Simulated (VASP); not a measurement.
# AlGa3N4 (P-42m) in VASP: single point with r2SCAN

Aim: the single point of AlGa3N4 with r2SCAN.

All numbers are computed with VASP 6.6.1; they aren't measurements. Logs are shortened: lines on timing, memory, paths and dates and some standing lists are left out, and cuts for length are marked.

## 1. The cell of the first run

Symmetry: P-42m, No. 111, tetragonal system. Conventional cell: a = 4.354 Å, b = 4.354 Å, c = 4.689 Å, α = 90.00°, β = 90.00°, γ = 90.00°. Within 2.5 Å of Al (site symmetry -42m) lie 4 N at 1.89 Å. Within 2.6 Å of Ga (site symmetry -42m) lie 4 N at 1.95 Å. Within 2.6 Å of Ga (site symmetry 222) lie 4 N at 1.95 Å. Within 2.5 Å of N (site symmetry m) lie 1 Al at 1.89 Å and 3 Ga at 1.95 Å.

## 2. Single point, r2SCAN (strain -0.025 along x and y, +0.050 along z)

POSCAR

```
AlGa3N4
1.0
    4.3537108409      0.0000000000      0.0000000000
    0.0000000000      4.3537108409      0.0000000000
    0.0000000000      0.0000000000      4.6886116748
Al Ga N
1 3 4
Direct
    0.0000000000      0.0000000000      0.0000000000
    0.5000000000      0.5000000000      0.0000000000
    0.5000000000      0.0000000000      0.5000000000
    0.0000000000      0.5000000000      0.5000000000
    0.7553510553      0.7553510553      0.2446489447
    0.7553510553      0.2446489447      0.7553510553
    0.2446489447      0.7553510553      0.7553510553
    0.2446489447      0.2446489447      0.2446489447
```

INCAR.step1

```
SYSTEM = AlGa3N4
PREC = Accurate
ENCUT = 910
ISMEAR = 0
SIGMA = 0.05
LREAL = .False.
LASPH = .True.
NELM = 120
NBANDS = 41
GGA = PE
ALGO = Normal
EDIFF = 1E-5
LWAVE = .True.
LCHARG = .False.
GGA_COMPAT = .False.
```

INCAR.step2

```
SYSTEM = AlGa3N4
PREC = Accurate
ENCUT = 910
EDIFF = 1E-6
ISMEAR = 0
SIGMA = 0.05
LREAL = .False.
LASPH = .True.
NELM = 120
ALGO = Normal
ISIF = 2
LWAVE = .False.
LCHARG = .True.
METAGGA = R2SCAN
LMIXTAU = .True.
LELF = .True.
LVHAR = .True.
NBANDS = 41
ISTART = 1
GGA_COMPAT = .False.
```

KPOINTS

```
Automatic mesh
0
Gamma
  6 6 6
  0 0 0
```

Potentials or basis: VASP PAW PBE potentials, release 64 (Al, Ga_d, N_h).

On the command line:

```
$ cat potpaw_PBE.64/Al/POTCAR potpaw_PBE.64/Ga_d/POTCAR potpaw_PBE.64/N_h/POTCAR > POTCAR
$ cp INCAR.step1 INCAR
$ mpirun -np 1 vasp_std > vasp.out
$ cp INCAR.step2 INCAR
$ mpirun -np 1 vasp_std > vasp.out
```

OUTCAR:

```text
SYSTEM = AlGa3N4
   PREC = Accurate
   ENCUT = 910
   EDIFF = 1E-6
   ISMEAR = 0
   LREAL = .False.
   LASPH = .True.
   NELM = 120
   ISIF = 2
   METAGGA = R2SCAN
   ISTART = 1

 ion  position               nearest neighbor table
   1  0.000  0.000  0.000-   5 1.89   6 1.89   7 1.89   8 1.89   2 3.08   2 3.08   2 3.08   2 3.08

   2  0.500  0.500  0.000-   5 1.95   6 1.95   7 1.95   8 1.95   1 3.08   1 3.08   1 3.08   1 3.08

   3  0.500  0.000  0.500-   5 1.95   6 1.95   7 1.95   8 1.95
   4  0.000  0.500  0.500-   5 1.95   6 1.95   7 1.95   8 1.95
   5  0.755  0.755  0.245-   1 1.89   2 1.95   3 1.95   4 1.95
   6  0.755  0.245  0.755-   1 1.89   2 1.95   3 1.95   4 1.95
   7  0.245  0.755  0.755-   1 1.89   2 1.95   3 1.95   4 1.95
   8  0.245  0.245  0.245-   1 1.89   2 1.95   3 1.95   4 1.95

  LATTYP: Found a simple tetragonal cell.
 ALAT       =     4.3537108409
 C/A-ratio  =     1.0769230769

  Lattice vectors:

 A1 = (   4.3537108409,   0.0000000000,   0.0000000000)
 A2 = (   0.0000000000,   4.3537108409,   0.0000000000)
 A3 = (   0.0000000000,   0.0000000000,   4.6886116748)

Analysis of symmetry for initial positions (statically):
=====================================================================
 Subroutine PRICEL returns:
 Original cell was already a primitive cell.

 Routine SETGRP: Setting up the symmetry group for a
 simple tetragonal supercell.

 Subroutine GETGRP returns: Found  8 space group operations
 (whereof  8 operations were pure point group operations)
 out of a pool of 16 trial point group operations.

The static configuration has the point symmetry D_2d.

Analysis of symmetry for dynamics (positions and initial velocities):
=====================================================================
 Subroutine PRICEL returns:
 Original cell was already a primitive cell.

 Routine SETGRP: Setting up the symmetry group for a
 simple tetragonal supercell.

 Subroutine GETGRP returns: Found  8 space group operations
 (whereof  8 operations were pure point group operations)
 out of a pool of 16 trial point group operations.

The dynamic configuration has the point symmetry D_2d.

 Subroutine INISYM returns: Found  8 space group operations
 (whereof  8 operations are pure point group operations),
 and found     1 'primitive' translations

[... 98 lines left out ...]
   ISTART =      1    job   : 0-new  1-cont  2-samecut
   ICHARG =      0    charge: 1-file 2-atom 10-const
   ISPIN  =      1    spin polarized calculation?
   LNONCOLLINEAR =      F non collinear calculations
   LSORBIT =      F    spin-orbit coupling
   LASPH  =      T    aspherical Exc in radial PAW
   ENCUT  =  910.0 eV  66.88 Ry    8.18 a.u.  10.71 10.71 11.53*2*pi/ulx,y,z
   NELM   =    120;   NELMIN=  2; NELMDL=  0     # of ELM steps
   EDIFF  = 0.1E-05   stopping-criterion for ELM
   LREAL  =      F    real-space projection
[... 7 lines left out ...]
   TEBEG  =    0.0;   TEEND  =   0.0 temperature during run
   PSTRESS=    0.0 pullay stress
   NELECT =      62.0000    total number of electrons
   NUPDOWN=      -1.0000    fix difference up-down
   EMIN   =  10.00;   EMAX   =-10.00  energy-range for DOS
   EFERMI =   0.00;   METHOD = LEGACY
   ISMEAR =     0;   SIGMA  =   0.05  broadening in eV -4-tet -1-fermi 0-gaus
   EFERMI_NEDOS =   21; number of points for ismear=-14 and -15
   IALGO  =     38    algorithm
   IMIX   =      4    mixing-type and parameters
     AMIX     =   0.40;   BMIX     =  1.00
     AMIX_MAG =   1.60;   BMIX_MAG =  1.00
  volume/ion in A,a.u.               =      11.11        74.97
  Fermi-wavevector in a.u.,A,eV,Ry     =   1.451948  2.743783 28.683144  2.108152
  Thomas-Fermi vector in A             =   2.569386
   LORBIT       =      0    0 simple, 1 ext, 2 COOP (PROOUT), +10 PAW based schemes
   METAGGA = R2SCAN    functional components
   LHFCALC =     F    Hartree Fock is set to
   AEXX    =    0.0000 exact exchange contribution
   IVDW    =     0    specifies the selected vdW correction
   LEPSILON=     F    determine dielectric tensor
   LRPA    =     F    only Hartree local field effects (RPA)
 non-spin polarized calculation
 Gauss-broadening in eV      SIGMA  =   0.05
  energy-cutoff  :      910.00
  volume of cell :       88.87
 maximum number of plane-waves:      5566
 NGX is ok and might be reduce to    48
   NGX = 21   NGY = 21   NGZ = 23

 number of electron      62.0000001 magnetization

 Free energy of the ion-electron system (eV)
  ---------------------------------------------------
  ext. energy  EPLUGINS =         0.00000000
  ---------------------------------------------------
  free energy    TOTEN  =       -84.70289945 eV

  energy without entropy =      -84.70289945  energy(sigma->0) =      -84.70289945

 E-fermi :   5.8765     XC(G=0): -12.3898

 val. band max:        5.6473974010   @ k =   0.0000   0.0000   0.0000
 cond. band min:       8.3224699902   @ k =   0.0000   0.0000   0.0000
 fundamental gap:      2.6750725892
 Fermi energy:         5.8765155134

 k-point     1 :       0.0000    0.0000    0.0000
  band No.  band energies     occupation
      1     -10.9860      2.00000
      2      -9.6232      2.00000
      3      -9.5680      2.00000
      4      -9.5680      2.00000
      5      -8.0364      2.00000
      6      -8.0097      2.00000
[... 1045 lines left out ...]
     40      15.9582      0.00000
     41      16.0283      0.00000

 [... further k-points ...]
[... 5 lines left out ...]
  --------------------------------------------------------------------------------------
  -------------------------------------------------------------------------------------
  Total        2.5378230      2.5378230     -4.1053686      0.0000000      0.0000000      0.0000000
  in kB       45.7518322     45.7518322    -74.0115189      0.0000000      0.0000000      0.0000000
  external PRESSURE =       5.8307152 kB  Pullay stress =       0.0000000 kB

 VOLUME and BASIS-vectors are now :
 -----------------------------------------------------------------------------
  energy-cutoff  :      910.00
  volume of cell :       88.87
      direct lattice vectors                 reciprocal lattice vectors
     4.353710841  0.000000000  0.000000000     0.229689117  0.000000000  0.000000000
     0.000000000  4.353710841  0.000000000     0.000000000  0.229689117  0.000000000
     0.000000000  0.000000000  4.688611675     0.000000000  0.000000000  0.213282752

 POSITION                                       TOTAL-FORCE (eV/Angst)
 -----------------------------------------------------------------------------------
      0.00000      0.00000      0.00000        -0.000000      0.000000      0.000000
      2.17686      2.17686      0.00000        -0.000000      0.000000      0.000000
      2.17686      0.00000      2.34431        -0.000000      0.000000      0.000000
      0.00000      2.17686      2.34431        -0.000000      0.000000      0.000000
      3.28858      3.28858      1.14706         0.074030      0.074030      0.007861
      3.28858      1.06513      3.54155         0.074030     -0.074030     -0.007861
      1.06513      3.28858      3.54155        -0.074030      0.074030     -0.007861
      1.06513      1.06513      1.14706        -0.074030     -0.074030      0.007861
 -----------------------------------------------------------------------------------
    total drift:                               -0.000000     -0.000000     -0.000000

  FREE ENERGIE OF THE ION-ELECTRON SYSTEM (eV)
  ---------------------------------------------------
  free  energy   TOTEN  =       -84.7028994474 eV

  energy  without entropy=      -84.7028994474  energy(sigma->0) =      -84.70289945
```

Run time: 16 min. Hardware: 1 thread of AMD EPYC 9R45 (Zen 5), shared host; peak memory 0.51 GiB.

Results:

```yaml
Free_energy: -84.7029 eV
Pressure: 0.6 GPa
Largest_force: 0.105 eV/Å
Band_gap_on_the_k_mesh: 2.68 eV
```

Forces on the atoms (eV/Å):
```
Al   0.000  0.000  0.000
Ga   0.000  0.000  0.000
Ga   0.000  0.000  0.000
Ga   0.000  0.000  0.000
N    0.074  0.074  0.008
N    0.074 -0.074 -0.008
N   -0.074  0.074 -0.008
N   -0.074 -0.074  0.008
```

Levels at points of the mesh, in eV from the valence-band top:
```csv
k point,band 28,band 29,band 30,band 31,band 32,band 33,band 34,band 35
"(0.00, 0.00, 0.00)",-2.25,-0.38,0.00,0.00,2.68,3.67,3.67,4.15
"(0.50, 0.00, 0.00)",-1.87,-1.68,-1.54,-1.36,5.37,5.51,6.85,6.92
"(0.50, 0.50, 0.00)",-0.78,-0.78,-0.76,-0.42,7.30,7.48,7.48,8.04
"(0.00, 0.00, 0.50)",-1.38,-1.38,-1.06,-1.06,5.28,5.30,6.29,6.29
"(0.50, 0.00, 0.50)",-1.34,-1.31,-1.21,-0.92,6.99,7.12,7.24,7.71
"(0.50, 0.50, 0.50)",-0.71,-0.71,-0.57,-0.50,5.27,5.27,5.34,6.58
```

Caveat: the cell differs from its parent crystal (strain -0.025 along x and y, +0.050 along z); the stress differs along the axes, from -7 to 5 GPa; the PAW data sets were made with another functional, which shifts forces and pressure a little.
